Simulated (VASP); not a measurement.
A run of VASP 6.6.1 is set up as follows.

INCAR

```
SYSTEM = Ir4O
ALGO = Normal
DIPOL = 0.5 0.5 0.347
EDIFF = 1E-7
ENCUT = 520
GGA = PE
IDIPOL = 3
ISIF = 2
ISMEAR = 0
LASPH = .True.
LCHARG = .True.
LDIPOL = .True.
LELF = .True.
LREAL = .False.
LVACPOTAV = .True.
LVHAR = .True.
LWAVE = .False.
NBANDS = 29
NELM = 100
PREC = Accurate
SIGMA = 0.1
```

The input KPOINTS:

```
k-points
0
Gamma
  10 7 1
  0 0 0
```

Contents of POSCAR:

```
Ir4O
1.0
    2.7367600872      0.0000000000      0.0000000000
    0.0000000000      3.8703632323      0.0000000000
    0.0000000000      0.0000000000     19.4599433740
Ir O
4 1
Direct
    0.5000000000      0.5000000000      0.2055504440
    0.0000000000      0.0000000000      0.2758682253
    0.5000000000      0.5000000000      0.3454282602
    0.0000000000      0.0000000000      0.4090424736
    0.0000000000      0.0000000000      0.4981611838
```

Potentials or basis: VASP PAW PBE potentials, release 64 (Ir, O).

The run is started by

```console
$ cat potpaw_PBE.64/Ir/POTCAR potpaw_PBE.64/O/POTCAR > POTCAR
$ mpirun -np 1 vasp_std > vasp.out
```

Question: What does it give for the largest force?

Answer: 2.193 eV/Å.

Question: What does it give for the band gap on the k mesh?

Answer: Zero (band 21 reaches -0.49 eV, above the bottom of band 22 at -1.52 eV).

Forces in eV/Å, atoms in the order of the input:
```
Ir   0.000  0.000  0.898
Ir   0.000  0.000 -2.193
Ir   0.000  0.000 -0.031
Ir   0.000  0.000  0.595
O    0.000  0.000  0.731
```

Caveat: spin-orbit coupling is left out, which moves the levels of the heavy elements.
